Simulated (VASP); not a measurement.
# VPdC4N4 (P-43m) in VASP: single point with PBE

Aim: the single point of VPdC4N4 with PBE.

All numbers are computed with VASP 6.6.1; they aren't measurements. Logs are shortened: lines on timing, memory, paths and dates and some standing lists are left out, and cuts for length are marked.

## 1. The cell of the first run

Symmetry: P-43m, No. 215, cubic system. The conventional cell has a = 5.854 Å, b = 5.854 Å, c = 5.854 Å, α = 90.00°, β = 90.00°, γ = 90.00°. Within 2.5 Å of V (site symmetry -43m) lie 4 N at 1.88 Å. Within 2.6 Å of Pd (site symmetry -43m) lie 4 C at 2.00 Å. C (site symmetry 3m) has 1 N at 1.19 Å within 1.6 Å. N (site symmetry 3m) has 1 C at 1.19 Å within 1.6 Å.

## 2. Single point, PBE, collinear spin, ferromagnetic start

The input, INCAR:

```
ALGO     = Normal         # electronic algorithm
EDIFF    = 1E-6           # SCF threshold, eV
ENCUT    = 700            # plane-wave cutoff, eV
GGA      = PE             # functional
GGA_COMPAT= False        
ISIF     = 2              # what is computed and relaxed
ISMEAR   = 0              # smearing method
ISPIN    = 2              # spin polarisation
LASPH    = True           # aspherical terms in the spheres
LCHARG   = False          # write CHGCAR
LMAXMIX  = 4              # l up to which the mixer works
LORBIT   = 11             # projections on sites
LREAL    = False          # projectors in reciprocal space
LWAVE    = False          # write WAVECAR
MAGMOM   = 2 0 0 0 0 0 0 0 0 0 # initial moments
NBANDS   = 48             # bands
NELM     = 200            # most SCF steps
PREC     = Accurate       # precision mode
SIGMA    = 0.1            # smearing width, eV
```

The input, KPOINTS:

```
k-points
0
Gamma
  4 4 4
```

The input, POSCAR:

```
VPdC4N4
1.0
    5.8536852221      0.0000000000      0.0000000000
    0.0000000000      5.8536852221      0.0000000000
    0.0000000000      0.0000000000      5.8536852221
V Pd C N
1 1 4 4
Direct
    0.5000000000      0.5000000000      0.5000000000
    0.0000000000      0.0000000000      0.0000000000
    0.1968929719      0.1968929719      0.1968929719
    0.1968929719      0.8031070281      0.8031070281
    0.8031070281      0.1968929719      0.8031070281
    0.8031070281      0.8031070281      0.1968929719
    0.3145707209      0.3145707209      0.3145707209
    0.3145707209      0.6854292791      0.6854292791
    0.6854292791      0.3145707209      0.6854292791
    0.6854292791      0.6854292791      0.3145707209
```

Potentials or basis: VASP PAW PBE potentials, release 64 (V_sv, Pd_sv_GW, C, N).

Launch:

```sh
$ cat potpaw_PBE.64/V_sv/POTCAR potpaw_PBE.64/Pd_sv_GW/POTCAR potpaw_PBE.64/C/POTCAR potpaw_PBE.64/N/POTCAR > POTCAR
$ mpirun -np 1 vasp_std > vasp.out
```

OUTCAR:

```text
EDIFF = 1E-6
   ENCUT = 700
   GGA = PE
   ISIF = 2
   ISMEAR = 0
   ISPIN = 2
   LASPH = True
   LORBIT = 11
   LREAL = False
   NELM = 200
   PREC = Accurate

 ion  position               nearest neighbor table
   1  0.500  0.500  0.500-   7 1.88   8 1.88   9 1.88  10 1.88
   2  0.000  0.000  0.000-   3 2.00   4 2.00   5 2.00   6 2.00
   3  0.197  0.197  0.197-   7 1.19   2 2.00
   4  0.197  0.803  0.803-   8 1.19   2 2.00
   5  0.803  0.197  0.803-   9 1.19   2 2.00
   6  0.803  0.803  0.197-  10 1.19   2 2.00
   7  0.315  0.315  0.315-   3 1.19   1 1.88
   8  0.315  0.685  0.685-   4 1.19   1 1.88
   9  0.685  0.315  0.685-   5 1.19   1 1.88
  10  0.685  0.685  0.315-   6 1.19   1 1.88

  LATTYP: Found a simple cubic cell.
 ALAT       =     5.8536852221

  Lattice vectors:

 A1 = (   5.8536852221,   0.0000000000,   0.0000000000)
 A2 = (   0.0000000000,   5.8536852221,   0.0000000000)
 A3 = (   0.0000000000,   0.0000000000,   5.8536852221)

Analysis of symmetry for initial positions (statically):
=====================================================================
 Subroutine PRICEL returns:
 Original cell was already a primitive cell.

 Routine SETGRP: Setting up the symmetry group for a
 simple cubic supercell.

 Subroutine GETGRP returns: Found 24 space group operations
 (whereof 24 operations were pure point group operations)
 out of a pool of 48 trial point group operations.

The static configuration has the point symmetry T_d .

Analysis of symmetry for dynamics (positions and initial velocities):
=====================================================================
 Subroutine PRICEL returns:
 Original cell was already a primitive cell.

 Routine SETGRP: Setting up the symmetry group for a
 simple cubic supercell.

 Subroutine GETGRP returns: Found 24 space group operations
 (whereof 24 operations were pure point group operations)
 out of a pool of 48 trial point group operations.

The dynamic configuration has the point symmetry T_d .

Analysis of structural, dynamic, and magnetic symmetry:
=====================================================================
 Subroutine PRICEL returns:
 Original cell was already a primitive cell.

[... 156 lines left out ...]

 E-fermi :  -0.2906     XC(G=0):  -7.4796

 val. band max:       -0.3243976506   @ k =   0.5000   0.2500   0.2500
 cond. band min:      -0.2705250617   @ k =   0.5000   0.2500   0.2500
 fundamental gap:      0.0538725889
 Fermi energy:        -0.2906092969

 spin component 1

 k-point     1 :       0.0000    0.0000    0.0000
  band No.  band energies     occupation
      1     -85.1627      1.00000
      2     -65.9885      1.00000
      3     -50.8452      1.00000
      4     -50.8452      1.00000
      5     -50.8452      1.00000
      6     -39.8500      1.00000
[... 469 lines left out ...]
     44       4.5556      0.00000
     45       4.8454      0.00000
 Fermi energy:        -0.2906092969

 spin component 2

 k-point     1 :       0.0000    0.0000    0.0000
  band No.  band energies     occupation
      1     -85.3107      1.00000
      2     -64.8024      1.00000
      3     -50.9967      1.00000
      4     -50.9967      1.00000
      5     -50.9967      1.00000
      6     -38.6850      1.00000
[... 469 lines left out ...]
     44       4.6441      0.00000
     45       5.1387      0.00000
 [bands above 45 left out]

------------------------ aborting loop because EDIFF is reached ----------------------------------------

  FORCE on cell =-STRESS in cart. coord.  units (eV):
  Direction    XX          YY          ZZ          XY          YZ          ZX
  --------------------------------------------------------------------------------------
  -------------------------------------------------------------------------------------
  Total        0.0625560      0.0625560      0.0625560      0.0000000      0.0000000      0.0000000
  in kB        0.4996795      0.4996795      0.4996795      0.0000000      0.0000000      0.0000000
  external PRESSURE =       0.4996795 kB  Pullay stress =       0.0000000 kB

 VOLUME and BASIS-vectors are now :
 -----------------------------------------------------------------------------
  energy-cutoff  :      700.00
  volume of cell :      200.58
      direct lattice vectors                 reciprocal lattice vectors
     5.853685222  0.000000000  0.000000000     0.170832555  0.000000000  0.000000000
     0.000000000  5.853685222  0.000000000     0.000000000  0.170832555  0.000000000
     0.000000000  0.000000000  5.853685222     0.000000000  0.000000000  0.170832555

 POSITION                                       TOTAL-FORCE (eV/Angst)
 -----------------------------------------------------------------------------------
      2.92684      2.92684      2.92684         0.000000     -0.000000     -0.000000
      0.00000      0.00000      0.00000         0.000000     -0.000000      0.000000
      1.15255      1.15255      1.15255        -0.133877     -0.133877     -0.133877
      1.15255      4.70114      4.70114        -0.133877      0.133877      0.133877
      4.70114      1.15255      4.70114         0.133877     -0.133877      0.133877
      4.70114      4.70114      1.15255         0.133877      0.133877     -0.133877
      1.84140      1.84140      1.84140         0.137884      0.137884      0.137884
      1.84140      4.01229      4.01229         0.137884     -0.137884     -0.137884
      4.01229      1.84140      4.01229        -0.137884      0.137884     -0.137884
      4.01229      4.01229      1.84140        -0.137884     -0.137884      0.137884
 -----------------------------------------------------------------------------------
    total drift:                               -0.000000     -0.000000      0.000000

  FREE ENERGIE OF THE ION-ELECTRON SYSTEM (eV)
  ---------------------------------------------------
  free  energy   TOTEN  =       -79.3699285671 eV

  energy  without entropy=      -79.3391867452  energy(sigma->0) =      -79.35455766

 total charge

# of ion       s       p       d       f       tot
--------------------------------------------------
    1        2.302   6.282   3.033   0.000  11.617
    2        2.179   6.260   7.196   0.020  15.655
    3        0.958   1.536   0.000   0.000   2.494
    4        0.958   1.536   0.000   0.000   2.494
    5        0.958   1.536   0.000   0.000   2.494
    6        0.958   1.536   0.000   0.000   2.494
    7        1.292   2.614   0.000   0.000   3.906
    8        1.292   2.614   0.000   0.000   3.906
    9        1.292   2.614   0.000   0.000   3.906
   10        1.292   2.614   0.000   0.000   3.906
--------------------------------------------------
tot         13.480  29.143  10.229   0.020  52.871

 magnetization (x)

# of ion       s       p       d       f       tot
--------------------------------------------------
    1        0.010   0.010   1.145   0.000   1.165
    2       -0.001  -0.016  -0.169   0.000  -0.185
    3       -0.003   0.032   0.000   0.000   0.029
    4       -0.003   0.032   0.000   0.000   0.029
    5       -0.003   0.032   0.000   0.000   0.029
    6       -0.003   0.032   0.000   0.000   0.029
    7       -0.005  -0.041   0.000   0.000  -0.045
    8       -0.005  -0.041   0.000   0.000  -0.045
    9       -0.005  -0.041   0.000   0.000  -0.045
   10       -0.005  -0.041   0.000   0.000  -0.045
--------------------------------------------------
tot         -0.020  -0.043   0.977   0.000   0.914
```

It took 9.7 min on 1 thread of Intel Xeon Platinum 8375C at 2.90GHz (Ice Lake), shared host; peak memory 0.68 GiB.

What came out:

* Free energy: -79.3699 eV
* Pressure: 0.0 GPa
* Largest force: 0.239 eV/Å
* Band gap on the k mesh: zero (filled and empty bands overlap)
* Net moment: 1.00 μB per cell
* Site moments: V +1.17; Pd -0.18; C +0.03; N -0.04 μB
* Valence electrons inside the program's atomic spheres: V 11.62; Pd 15.65; C 2.49; N 3.91

Forces in eV/Å, atoms in the order of the input:
```
V    0.000  0.000  0.000
Pd   0.000  0.000  0.000
C   -0.134 -0.134 -0.134
C   -0.134  0.134  0.134
C    0.134 -0.134  0.134
C    0.134  0.134 -0.134
N    0.138  0.138  0.138
N    0.138 -0.138 -0.138
N   -0.138  0.138 -0.138
N   -0.138 -0.138  0.138
```

With open d or f shells a metallic result of PBE can be an artefact of self-interaction; +U or a hybrid may open a gap.

The gap in the log of VASP goes by the Fermi energy; the results here count the filled bands.